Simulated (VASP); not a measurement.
# ZnSe (I-4m2) in VASP: further runs, part 2 of 3

VASP 6.6.1. The steps go on from the part before.

### Step 3. Electric field gradients, PBE (zz strain of -1 %)

Contents of INCAR:

```
SYSTEM = ZnSe
PREC = Accurate
ENCUT = 520
EDIFF = 1E-8
ISMEAR = -1
SIGMA = 0.03
LREAL = .FALSE.
LASPH = .TRUE.
NELM = 80
ALGO = Normal
ISIF = 2
LWAVE = .FALSE.
LCHARG = .FALSE.
GGA = PE
LEFG = .TRUE.
NBANDS = 16
```

Contents of KPOINTS:

```
Automatic mesh
0
G
  8 8 8
  0 0 0
```

Contents of POSCAR:

```
ZnSe
1.0
    0.0000000000      2.8338000000      2.8054620000
    2.8338000000      0.0000000000      2.8054620000
    2.8338000000      2.8338000000      0.0000000000
Zn Se
1 1
Direct
    0.0000000000      0.0000000000      0.0000000000
    0.7500000000      0.7500000000      0.7500000000
```

Potentials or basis: VASP PAW PBE potentials, release 64 (Zn, Se).

The run is started by

```
$ cat potpaw_PBE.64/Zn/POTCAR potpaw_PBE.64/Se/POTCAR > POTCAR
$ mpirun -np 1 vasp_std > vasp.out
```

OUTCAR:

```text
SYSTEM = ZnSe
   PREC = Accurate
   ENCUT = 520
   EDIFF = 1E-8
   ISMEAR = -1
   LREAL = .FALSE.
   LASPH = .TRUE.
   NELM = 80
   ISIF = 2
   GGA = PE

 ion  position               nearest neighbor table
   1  0.000  0.000  0.000-   2 2.45   2 2.45   2 2.45   2 2.45
   2  0.750  0.750  0.750-   1 2.45   1 2.45   1 2.45   1 2.45

  LATTYP: Found a body centered tetragonal cell.
 ALAT       =     4.0075983931
 C/A-ratio  =     1.4000714267

  Lattice vectors:

 A1 = (   0.0000000000,  -2.8338000000,  -2.8054620000)
[... 670 lines left out ...]
  free  energy   TOTEN  =        -6.0121688979 eV

  energy  without entropy=       -6.0121688979  energy(sigma->0) =       -6.01216890

 Electric field gradients (V/A^2)
---------------------------------------------------------------------
 ion       V_xx      V_yy      V_zz      V_xy      V_xz      V_yz
---------------------------------------------------------------------
   1      -0.830    -0.830     1.660     0.002     0.003     0.003
   2       2.065     2.065    -4.129    -0.000    -0.000    -0.000
---------------------------------------------------------------------

 Electric field gradients after diagonalization (V/A^2)
 (convention: |V_zz| > |V_xx| > |V_yy|)
----------------------------------------------------------------------
 ion       V_xx      V_yy      V_zz     asymmetry (V_yy - V_xx)/ V_zz
----------------------------------------------------------------------
   1      -0.832    -0.828     1.660       0.002
   2       2.065     2.065    -4.129       0.000
----------------------------------------------------------------------

           NMR quadrupolar parameters

 Cq : quadrupolar parameter    Cq=e*Q*V_zz/h
 eta: asymmetry parameters     (V_yy - V_xx)/ V_zz
 Q  : nuclear electric quadrupole moment in mb (millibarn)
----------------------------------------------------------------------
 ion       Cq(MHz)       eta       Q (mb)
----------------------------------------------------------------------
   1       0.004       0.002       1.000
   2      -0.010       0.000       1.000
----------------------------------------------------------------------
```

stdout:

```text
POSCAR found type information on POSCAR ZnSe
 POSCAR found :  2 types and       2 ions
 scaLAPACK will be used
 LDA part: xc-table for (Slater+PW92), standard interpolation
 POSCAR, INCAR and KPOINTS ok, starting setup
 FFT: planning ... GRIDC
 FFT: planning ... GRID_SOFT
 FFT: planning ... GRID
 WAVECAR not read
 entering main loop
ion   1

ion   2
```

Run time: 30 s. Hardware: 1 thread of Intel Xeon 6975P-C, shared host; peak memory 0.2 GiB.

Results:

```
Free energy            : -6.0122 eV
Pressure               : 3.0 GPa
Band gap on the k mesh : 1.31 eV, direct
```

Electric field gradients, principal values (V/Å²):
| atom | least | middle | greatest (by size) |
| --- | --- | --- | --- |
| 1 Zn | -0.828 | -0.832 | 1.660 |
| 2 Se | 2.065 | 2.065 | -4.129 |

Caveat: the cell differs from its parent crystal (zz strain of -1 %); without QUAD_EFG the Cq values of the log hold for a quadrupole moment of 1 mb, not for the nuclei.

### Step 4. Electric field gradients, PBE (zz strain of +1 %)

Contents of INCAR:

```
ALGO = Normal
EDIFF = 1E-8
ENCUT = 520
GGA = PE
ISIF = 2
ISMEAR = -1
LASPH = True
LCHARG = False
LEFG = True
LREAL = False
LWAVE = False
NBANDS = 16
NELM = 60
PREC = Accurate
SIGMA = 0.03
```

Contents of KPOINTS:

```
k-points
0
Gamma
  8 8 8
```

Contents of POSCAR:

```
ZnSe
1.0
    0.0000000000      2.8338000000      2.8621380000
    2.8338000000      0.0000000000      2.8621380000
    2.8338000000      2.8338000000      0.0000000000
Zn Se
1 1
Direct
    0.0000000000      0.0000000000      0.0000000000
    0.7500000000      0.7500000000      0.7500000000
```

Potentials or basis: VASP PAW PBE potentials, release 64 (Zn, Se).

The run is started by

```
$ cat potpaw_PBE.64/Zn/POTCAR potpaw_PBE.64/Se/POTCAR > POTCAR
$ mpirun -np 1 vasp_std > vasp.out
```

OUTCAR:

```text
EDIFF = 1E-8
   ENCUT = 520
   GGA = PE
   ISIF = 2
   ISMEAR = -1
   LASPH = True
   LREAL = False
   NELM = 60
   PREC = Accurate

 ion  position               nearest neighbor table
   1  0.000  0.000  0.000-   2 2.46   2 2.46   2 2.46   2 2.46
   2  0.750  0.750  0.750-   1 2.46   1 2.46   1 2.46   1 2.46

  LATTYP: Found a body centered tetragonal cell.
 ALAT       =     4.0075983931
 C/A-ratio  =     1.4283556980

  Lattice vectors:

 A1 = (  -2.8338000000,   0.0000000000,   2.8621380000)
 A2 = (   2.8338000000,   0.0000000000,   2.8621380000)
 A3 = (   0.0000000000,   2.8338000000,  -2.8621380000)

Analysis of symmetry for initial positions (statically):
=====================================================================
 Subroutine PRICEL returns:
 Original cell was already a primitive cell.

 Routine SETGRP: Setting up the symmetry group for a
 body centered tetragonal supercell.

[... 645 lines left out ...]
      direct lattice vectors                 reciprocal lattice vectors
     0.000000000  2.833800000  2.862138000    -0.176441527  0.176441527  0.174694581
     2.833800000  0.000000000  2.862138000     0.176441527 -0.176441527  0.174694581
     2.833800000  2.833800000  0.000000000     0.176441527  0.176441527 -0.174694581

 POSITION                                       TOTAL-FORCE (eV/Angst)
 -----------------------------------------------------------------------------------
      0.00000      0.00000      0.00000         0.000000      0.000000      0.000000
      4.25070      4.25070      4.29321        -0.000000     -0.000000     -0.000000
 -----------------------------------------------------------------------------------
    total drift:                                0.000001      0.000001      0.000002

  FREE ENERGIE OF THE ION-ELECTRON SYSTEM (eV)
  ---------------------------------------------------
  free  energy   TOTEN  =        -6.0255224687 eV

  energy  without entropy=       -6.0255224687  energy(sigma->0) =       -6.02552247

 Electric field gradients (V/A^2)
---------------------------------------------------------------------
 ion       V_xx      V_yy      V_zz      V_xy      V_xz      V_yz
---------------------------------------------------------------------
   1       0.802     0.802    -1.604     0.001     0.001     0.001
   2      -2.089    -2.089     4.179     0.000     0.000     0.000
---------------------------------------------------------------------

 Electric field gradients after diagonalization (V/A^2)
 (convention: |V_zz| > |V_xx| > |V_yy|)
----------------------------------------------------------------------
 ion       V_xx      V_yy      V_zz     asymmetry (V_yy - V_xx)/ V_zz
----------------------------------------------------------------------
   1       0.803     0.801    -1.604       0.002
   2      -2.089    -2.089     4.179       0.000
----------------------------------------------------------------------

           NMR quadrupolar parameters

 Cq : quadrupolar parameter    Cq=e*Q*V_zz/h
 eta: asymmetry parameters     (V_yy - V_xx)/ V_zz
 Q  : nuclear electric quadrupole moment in mb (millibarn)
----------------------------------------------------------------------
 ion       Cq(MHz)       eta       Q (mb)
----------------------------------------------------------------------
   1      -0.004       0.002       1.000
   2       0.010       0.000       1.000
----------------------------------------------------------------------
```

Run time: 32 s. Hardware: 1 thread of Intel Xeon 6975P-C, shared host; peak memory 0.2 GiB.

What came out:

- Free energy: -6.0255 eV
- Pressure: 1.7 GPa
- Band gap on the k mesh: 1.24 eV, direct

Stress tensor (GPa, compression positive):
```
1.81 0.00 0.00
0.00 1.81 0.00
0.00 0.00 1.46
```

Electric field gradients, principal values (V/Å²):
```tsv
atom	least	middle	greatest (by size)
1 Zn	0.801	0.803	-1.604
2 Se	-2.089	-2.089	4.179
```

Caveat: the cell differs from its parent crystal (zz strain of +1 %); without QUAD_EFG the Cq values of the log hold for a quadrupole moment of 1 mb, not for the nuclei.

### Step 5. Electric field gradients, PBE (zz strain of +2 %)

Contents of INCAR:

```
PREC = Accurate
ENCUT = 520
EDIFF = 1E-8
ISMEAR = -1
SIGMA = 0.03
LREAL = False
LASPH = True
NELM = 100
ALGO = Normal
ISIF = 2
LWAVE = False
LCHARG = False
GGA = PE
LEFG = True
NBANDS = 16
```

Contents of KPOINTS:

```
Automatic mesh
0
Gamma
  8 8 8
```

Contents of POSCAR:

```
ZnSe
1.0
    0.0000000000      2.8338000000      2.8904760000
    2.8338000000      0.0000000000      2.8904760000
    2.8338000000      2.8338000000      0.0000000000
Zn Se
1 1
Direct
    0.0000000000      0.0000000000      0.0000000000
    0.7500000000      0.7500000000      0.7500000000
```

Potentials or basis: VASP PAW PBE potentials, release 64 (Zn, Se).

The run is started by

```
$ cat potpaw_PBE.64/Zn/POTCAR potpaw_PBE.64/Se/POTCAR > POTCAR
$ mpirun -np 1 vasp_std > vasp.out
```

OUTCAR:

```text
PREC = Accurate
   ENCUT = 520
   EDIFF = 1E-8
   ISMEAR = -1
   LREAL = False
   LASPH = True
   NELM = 100
   ISIF = 2
   GGA = PE

 ion  position               nearest neighbor table
   1  0.000  0.000  0.000-   2 2.47   2 2.47   2 2.47   2 2.47
   2  0.750  0.750  0.750-   1 2.47   1 2.47   1 2.47   1 2.47

  LATTYP: Found a body centered tetragonal cell.
 ALAT       =     4.0075983931
 C/A-ratio  =     1.4424978336

  Lattice vectors:

 A1 = (  -2.8338000000,   0.0000000000,   2.8904760000)
 A2 = (   2.8338000000,   0.0000000000,   2.8904760000)
 A3 = (   0.0000000000,   2.8338000000,  -2.8904760000)

Analysis of symmetry for initial positions (statically):
=====================================================================
 Subroutine PRICEL returns:
 Original cell was already a primitive cell.

 Routine SETGRP: Setting up the symmetry group for a
 body centered tetragonal supercell.

[... 643 lines left out ...]
  volume of cell :       46.42
      direct lattice vectors                 reciprocal lattice vectors
     0.000000000  2.833800000  2.890476000    -0.176441527  0.176441527  0.172981889
     2.833800000  0.000000000  2.890476000     0.176441527 -0.176441527  0.172981889
     2.833800000  2.833800000  0.000000000     0.176441527  0.176441527 -0.172981889

 POSITION                                       TOTAL-FORCE (eV/Angst)
 -----------------------------------------------------------------------------------
      0.00000      0.00000      0.00000         0.000000      0.000000      0.000000
      4.25070      4.25070      4.33571        -0.000000     -0.000000     -0.000000
 -----------------------------------------------------------------------------------
    total drift:                                0.000001      0.000001      0.000002

  FREE ENERGIE OF THE ION-ELECTRON SYSTEM (eV)
  ---------------------------------------------------
  free  energy   TOTEN  =        -6.0284427136 eV

  energy  without entropy=       -6.0284427136  energy(sigma->0) =       -6.02844271

 Electric field gradients (V/A^2)
---------------------------------------------------------------------
 ion       V_xx      V_yy      V_zz      V_xy      V_xz      V_yz
---------------------------------------------------------------------
   1       1.577     1.577    -3.153     0.001    -0.000    -0.000
   2      -4.202    -4.202     8.403     0.000     0.000     0.000
---------------------------------------------------------------------

 Electric field gradients after diagonalization (V/A^2)
 (convention: |V_zz| > |V_xx| > |V_yy|)
----------------------------------------------------------------------
 ion       V_xx      V_yy      V_zz     asymmetry (V_yy - V_xx)/ V_zz
----------------------------------------------------------------------
   1       1.578     1.576    -3.153       0.001
   2      -4.202    -4.201     8.403       0.000
----------------------------------------------------------------------

           NMR quadrupolar parameters

 Cq : quadrupolar parameter    Cq=e*Q*V_zz/h
 eta: asymmetry parameters     (V_yy - V_xx)/ V_zz
 Q  : nuclear electric quadrupole moment in mb (millibarn)
----------------------------------------------------------------------
 ion       Cq(MHz)       eta       Q (mb)
----------------------------------------------------------------------
   1      -0.008       0.001       1.000
   2       0.020       0.000       1.000
----------------------------------------------------------------------
```

Wall time 38 s (1 thread of Intel Xeon 6975P-C, shared host); peak memory 0.2 GiB.

What came out:

```
Free energy            : -6.0284 eV
Pressure               : 1.1 GPa
Band gap on the k mesh : 1.18 eV, direct
```

Stress tensor (GPa, compression positive):
```
1.30 0.00 0.00
0.00 1.30 0.00
0.00 0.00 0.60
```

Levels at points of the mesh, in eV from the valence-band top:
```csv
k point,band 6,band 7,band 8,band 9,band 10,band 11,band 12,band 13
"(0.00, 0.00, 0.00)",-6.15,-0.07,0.00,0.00,1.18,5.78,5.78,5.79
"(0.50, 0.00, 0.00)",-6.00,-5.13,-0.92,-0.81,2.48,6.29,6.44,8.50
"(0.50, 0.50, 0.00)",-5.99,-4.77,-2.07,-2.07,3.06,3.56,10.45,11.10
"(0.50, 0.00, 0.50)",-5.97,-4.65,-2.19,-2.16,2.98,3.37,10.63,10.97
```

Electric field gradients, principal values (V/Å²):
```
atom   least  middle  greatest (by size)
1 Zn   1.576   1.578              -3.153
2 Se  -4.201  -4.202               8.403
```

Caveat: the cell differs from its parent crystal (zz strain of +2 %); without QUAD_EFG the Cq values of the log hold for a quadrupole moment of 1 mb, not for the nuclei.

(Continued in part 3 of 3.)
